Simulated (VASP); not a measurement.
# Al in VASP: single point with PBEsol

Aim: the single point of Al with PBEsol.

Everything below comes from runs of VASP 6.6.1. Logs are shortened: lines on timing, memory, paths and dates and some standing lists are left out, and cuts for length are marked.

## (1) The cell of the first run

The cell holds a slab with vacuum, 10 atoms: a = 2.839 Å, b = 4.016 Å, c = 27.778 Å, α = 90.00°, β = 90.00°, γ = 90.00°.

## (2) Single point, PBEsol

The input, INCAR:

```
SYSTEM = Al
PREC = Accurate
ENCUT = 520
EDIFF = 1E-6
ISMEAR = 0
SIGMA = 0.1
LREAL = .FALSE.
LASPH = .TRUE.
NELM = 80
ALGO = Fast
ISIF = 2
LWAVE = .FALSE.
LCHARG = .TRUE.
LDIPOL = .TRUE.
IDIPOL = 3
DIPOL = 0.5 0.5 0.500
GGA = PS
LELF = .TRUE.
LVHAR = .TRUE.
LVACPOTAV = .TRUE.
NBANDS = 26
```

The input, KPOINTS:

```
Automatic mesh
0
G
  12 9 1
  0 0 0
```

The input, POSCAR:

```
Al
1.0
    2.8394492333      0.0000000000      0.0000000000
    0.0000000000      4.0155876154      0.0000000000
    0.0000000000      0.0000000000     27.7775215498
Al
10
Direct
    0.5000000000      0.5000000000      0.2700024906
    0.0000000000      0.0000000000      0.3211130482
    0.5000000000      0.5000000000      0.3722236059
    0.0000000000      0.0000000000      0.4233341635
    0.5000000000      0.5000000000      0.4744447212
    0.0000000000      0.0000000000      0.5255552788
    0.5000000000      0.5000000000      0.5766658365
    0.0000000000      0.0000000000      0.6277763941
    0.5000000000      0.5000000000      0.6788869518
    0.0000000000      0.0000000000      0.7299975094
```

Potentials or basis: VASP PAW PBE potentials, release 64 (Al).

Started as:

```console
$ cat potpaw_PBE.64/Al/POTCAR > POTCAR
$ mpirun -np 1 vasp_std > vasp.out
```

OUTCAR:

```text
SYSTEM = Al
   PREC = Accurate
   ENCUT = 520
   EDIFF = 1E-6
   ISMEAR = 0
   LREAL = .FALSE.
   LASPH = .TRUE.
   NELM = 80
   ISIF = 2
   GGA = PS

 ion  position               nearest neighbor table
   1  0.500  0.500  0.270-   2 2.84   2 2.84   2 2.84   2 2.84   3 2.84
   2  0.000  0.000  0.321-   1 2.84   1 2.84   1 2.84   1 2.84   4 2.84   3 2.84   3 2.84   3 2.84
                             3 2.84
   3  0.500  0.500  0.372-   4 2.84   4 2.84   4 2.84   4 2.84   1 2.84   5 2.84   2 2.84   2 2.84
                             2 2.84   2 2.84
   4  0.000  0.000  0.423-   3 2.84   3 2.84   3 2.84   3 2.84   6 2.84   2 2.84   5 2.84   5 2.84
                             5 2.84   5 2.84
   5  0.500  0.500  0.474-   6 2.84   6 2.84   6 2.84   6 2.84   7 2.84   3 2.84   4 2.84   4 2.84
                             4 2.84   4 2.84
   6  0.000  0.000  0.526-   5 2.84   5 2.84   5 2.84   5 2.84   4 2.84   8 2.84   7 2.84   7 2.84
                             7 2.84   7 2.84
   7  0.500  0.500  0.577-   8 2.84   8 2.84   8 2.84   8 2.84   5 2.84   9 2.84   6 2.84   6 2.84
                             6 2.84   6 2.84
   8  0.000  0.000  0.628-   7 2.84   7 2.84   7 2.84   7 2.84  10 2.84   6 2.84   9 2.84   9 2.84
                             9 2.84   9 2.84
   9  0.500  0.500  0.679-  10 2.84  10 2.84  10 2.84  10 2.84   7 2.84   8 2.84   8 2.84   8 2.84
                             8 2.84
  10  0.000  0.000  0.730-   9 2.84   9 2.84   9 2.84   9 2.84   8 2.84

  LATTYP: Found a simple orthorhombic cell.
 ALAT       =     2.8394492333
 B/A-ratio  =     1.4142135624
 C/A-ratio  =     9.7827146279

  Lattice vectors:

 A1 = (   2.8394492333,   0.0000000000,   0.0000000000)
 A2 = (   0.0000000000,   4.0155876154,   0.0000000000)
 A3 = (   0.0000000000,   0.0000000000,  27.7775215498)

Analysis of symmetry for initial positions (statically):
=====================================================================
 Subroutine PRICEL returns:
 Original cell was already a primitive cell.

 Routine SETGRP: Setting up the symmetry group for a
 simple orthorhombic supercell.

 Subroutine GETGRP returns: Found  8 space group operations
 (whereof  4 operations were pure point group operations)
 out of a pool of  8 trial point group operations.

The static configuration has the point symmetry C_2v.
 The point group associated with its full space group is D_2h.

Analysis of symmetry for dynamics (positions and initial velocities):
=====================================================================
 Subroutine PRICEL returns:
 Original cell was already a primitive cell.

 Routine SETGRP: Setting up the symmetry group for a
 simple orthorhombic supercell.

 Subroutine GETGRP returns: Found  8 space group operations
 (whereof  4 operations were pure point group operations)
 out of a pool of  8 trial point group operations.

The dynamic configuration has the point symmetry C_2v.
 The point group associated with its full space group is D_2h.

 Subroutine INISYM returns: Found  8 space group operations
 (whereof  4 operations are pure point group operations),
 and found     1 'primitive' translations

----------------------------------------------------------------------------------------

                                     Primitive cell

  volume of cell :     316.7209

  direct lattice vectors                    reciprocal lattice vectors
     2.839449233  0.000000000  0.000000000     0.352180975  0.000000000  0.000000000
     0.000000000  4.015587615  0.000000000     0.000000000  0.249029556  0.000000000
     0.000000000  0.000000000 27.777521550     0.000000000  0.000000000  0.036000332

  length of vectors
     2.839449233  4.015587615 27.777521550     0.352180975  0.249029556  0.036000332

  position of ions in fractional coordinates (direct lattice)
     0.500000000  0.500000000  0.270002491
     0.000000000  0.000000000  0.321113048
     0.500000000  0.500000000  0.372223606
     0.000000000  0.000000000  0.423334164
     0.500000000  0.500000000  0.474444721
     0.000000000  0.000000000  0.525555279
     0.500000000  0.500000000  0.576665836
     0.000000000  0.000000000  0.627776394
     0.500000000  0.500000000  0.678886952
     0.000000000  0.000000000  0.729997509

  ion indices of the primitive-cell ions
   primitive index   ion index
                 1           1
                 2           2
                 3           3
                 4           4
                 5           5
                 6           6
                 7           7
                 8           8
                 9           9
                10          10

----------------------------------------------------------------------------------------

 KPOINTS: Automatic mesh

Automatic generation of k-mesh.
 Grid dimensions read from file:
 generate k-points for:   12    9    1

 Generating k-lattice:

  Cartesian coordinates                     Fractional coordinates (reciprocal lattice)
     0.029348415  0.000000000  0.000000000     0.083333333  0.000000000  0.000000000
     0.000000000  0.027669951  0.000000000     0.000000000  0.111111111  0.000000000
     0.000000000  0.000000000  0.036000332     0.000000000  0.000000000  1.000000000

  Length of vectors
     0.029348415  0.027669951  0.036000332

  Shift w.r.t. Gamma in fractional coordinates (k-lattice)
     0.000000000  0.000000000  0.000000000

 Subroutine IBZKPT returns following result:
 ===========================================

 Found     35 irreducible k-points:

 Following reciprocal coordinates:
            Coordinates               Weight
  0.000000  0.000000  0.000000      1.000000
  0.083333  0.000000  0.000000      2.000000
  0.166667  0.000000  0.000000      2.000000
  0.250000  0.000000  0.000000      2.000000
  0.333333  0.000000  0.000000      2.000000
  0.416667  0.000000  0.000000      2.000000
[... 16 lines left out ...]
  0.083333  0.333333  0.000000      4.000000
  0.166667  0.333333  0.000000      4.000000
 [... further k-points ...]
   k-points           NKPTS =     35   k-points in BZ     NKDIM =     35   number of bands    NBANDS=     26
   number of dos      NEDOS =    301   number of ions     NIONS =     10
   total plane-waves  NPLWV = 151200
   dimension x,y,z NGX =    24 NGY =   30 NGZ =  210
   dimension x,y,z NGXF=    48 NGYF=   60 NGZF=  420
   ions per type =              10
   NGX,Y,Z   is equivalent  to a cutoff of  14.05, 12.42, 12.57 a.u.
   NGXF,Y,Z  is equivalent  to a cutoff of  28.10, 24.84, 25.14 a.u.
 SYSTEM =  Al
   PREC   = accura    normal or accurate (medium, high low for compatibility)
   ISTART =      0    job   : 0-new  1-cont  2-samecut
   ICHARG =      2    charge: 1-file 2-atom 10-const
   ISPIN  =      1    spin polarized calculation?
   LNONCOLLINEAR =      F non collinear calculations
   LSORBIT =      F    spin-orbit coupling
   LASPH  =      T    aspherical Exc in radial PAW
   ENCUT  =  520.0 eV  38.22 Ry    6.18 a.u.   5.28  7.47 51.65*2*pi/ulx,y,z
   NELM   =     80;   NELMIN=  2; NELMDL= -5     # of ELM steps
   EDIFF  = 0.1E-05   stopping-criterion for ELM
   LREAL  =      F    real-space projection
   EDIFFG = 0.1E-04   stopping-criterion for IOM
   NSW    =      0    number of steps for IOM
   IBRION =     -1    ionic relax: 0-MD 1-quasi-New 2-CG
   NFREE  =      0    steps in history (QN), initial steepest desc. (CG)
   ISIF   =      2    stress and relaxation
   ISYM   =      2    0-nonsym 1-usesym 2-fastsym
   POTIM  = 0.5000    time-step for ionic-motion
   TEBEG  =    0.0;   TEEND  =   0.0 temperature during run
   PSTRESS=    0.0 pullay stress
   NELECT =      30.0000    total number of electrons
   NUPDOWN=      -1.0000    fix difference up-down
   EMIN   =  10.00;   EMAX   =-10.00  energy-range for DOS
   EFERMI =   0.00;   METHOD = LEGACY
   ISMEAR =     0;   SIGMA  =   0.10  broadening in eV -4-tet -1-fermi 0-gaus
   EFERMI_NEDOS =   21; number of points for ismear=-14 and -15
   IALGO  =     68    algorithm
   IMIX   =      4    mixing-type and parameters
     AMIX     =   0.40;   BMIX     =  1.00
     AMIX_MAG =   1.60;   BMIX_MAG =  1.00
  volume/ion in A,a.u.               =      31.67       213.73
  Fermi-wavevector in a.u.,A,eV,Ry     =   0.746259  1.410225  7.577122  0.556903
  Thomas-Fermi vector in A             =   1.842039
   LORBIT       =      0    0 simple, 1 ext, 2 COOP (PROOUT), +10 PAW based schemes
   GGA     = PS    functional components
   LHFCALC =     F    Hartree Fock is set to
   AEXX    =    0.0000 exact exchange contribution
   IVDW    =     0    specifies the selected vdW correction
   LEPSILON=     F    determine dielectric tensor
   LRPA    =     F    only Hartree local field effects (RPA)
 non-spin polarized calculation
 RMM-DIIS sequential band-by-band and
 Gauss-broadening in eV      SIGMA  =   0.10
  energy-cutoff  :      520.00
  volume of cell :      316.72
 maximum number of plane-waves:      8586
 NGX is ok and might be reduce to    24
   NGX = 11   NGY = 15   NGZ =103

 dipolmoment           0.000000      0.000000     -0.000000 electrons x Angstroem

 number of electron      30.0000000 magnetization

 dipolmoment           0.000000      0.000000      0.000000 electrons x Angstroem

 Free energy of the ion-electron system (eV)
  ---------------------------------------------------
  ext. energy  EPLUGINS =         0.00000000
  ---------------------------------------------------
  free energy    TOTEN  =       -39.26452877 eV

  energy without entropy =      -39.23956251  energy(sigma->0) =      -39.25204564

 E-fermi :   2.1956     XC(G=0):  -6.0382

 val. band max:        2.1928628338   @ k =   0.5000   0.4444   0.0000
 cond. band min:       2.1991596163   @ k =   0.4167   0.3333   0.0000
 fundamental gap:      0.0062967825
 Fermi energy:         2.1955654588

 k-point     1 :       0.0000    0.0000    0.0000
  band No.  band energies     occupation
      1      -8.9087      2.00000
      2      -8.3935      2.00000
      3      -7.5716      2.00000
      4      -6.4388      2.00000
      5      -5.0689      2.00000
      6      -3.4993      2.00000
[... 18 lines left out ...]
     25       6.2963      0.00000
     26       8.2135      0.00000
[... 644 lines left out ...]
      4      -4.9605      2.00000
      5      -4.3996      2.00000
      6      -3.9401      2.00000
[... 18 lines left out ...]
     25       6.9945      0.00000
     26       7.2622      0.00000

 [... further k-points ...]
[... 5 lines left out ...]
  --------------------------------------------------------------------------------------
  -------------------------------------------------------------------------------------
  Total       -1.8021391     -2.7419106      0.2731939      0.0000000      0.0000000      0.0000000
  in kB       -9.1163748    -13.8703421      1.3819897      0.0000000      0.0000000      0.0000000
  external PRESSURE =      -7.2015757 kB  Pullay stress =       0.0000000 kB

 VOLUME and BASIS-vectors are now :
 -----------------------------------------------------------------------------
  energy-cutoff  :      520.00
  volume of cell :      316.72
      direct lattice vectors                 reciprocal lattice vectors
     2.839449233  0.000000000  0.000000000     0.352180975  0.000000000  0.000000000
     0.000000000  4.015587615  0.000000000     0.000000000  0.249029556  0.000000000
     0.000000000  0.000000000 27.777521550     0.000000000  0.000000000  0.036000332

 POSITION                                       TOTAL-FORCE (eV/Angst)
 -----------------------------------------------------------------------------------
      1.41972      2.00779      7.50000         0.000000      0.000000      0.164708
      0.00000      0.00000      8.91972         0.000000      0.000000     -0.203982
      1.41972      2.00779     10.33945         0.000000      0.000000      0.047758
      0.00000      0.00000     11.75917         0.000000      0.000000     -0.128196
      1.41972      2.00779     13.17890         0.000000      0.000000     -0.101440
      0.00000      0.00000     14.59862         0.000000      0.000000      0.101440
      1.41972      2.00779     16.01835         0.000000      0.000000      0.128196
      0.00000      0.00000     17.43807         0.000000      0.000000     -0.047758
      1.41972      2.00779     18.85780         0.000000      0.000000      0.203982
      0.00000      0.00000     20.27752         0.000000      0.000000     -0.164708
 -----------------------------------------------------------------------------------
    total drift:                               -0.000000      0.000000      0.000000

  FREE ENERGIE OF THE ION-ELECTRON SYSTEM (eV)
  ---------------------------------------------------
  free  energy   TOTEN  =       -39.2645287675 eV

  energy  without entropy=      -39.2395625149  energy(sigma->0) =      -39.25204564

 vacuum level on the upper side and lower side of the slab         6.352         6.352
```

Wall time 9.8 min (1 thread of AMD EPYC 7R43 (Zen 3), shared host); peak memory 0.43 GiB.

Results:

- Free energy: -39.2645 eV
- Largest force: 0.204 eV/Å
- Band gap on the k mesh: zero (band 15 reaches 3.58 eV, above the bottom of band 16 at 0.52 eV)

Forces in eV/Å, atoms in the order of the input:
```
Al   0.000  0.000  0.165
Al   0.000  0.000 -0.204
Al   0.000  0.000  0.048
Al   0.000  0.000 -0.128
Al   0.000  0.000 -0.101
Al   0.000  0.000  0.101
Al   0.000  0.000  0.128
Al   0.000  0.000 -0.048
Al   0.000  0.000  0.204
Al   0.000  0.000 -0.165
```

Caveat: the PAW data sets were made with another functional, which shifts forces and pressure a little.
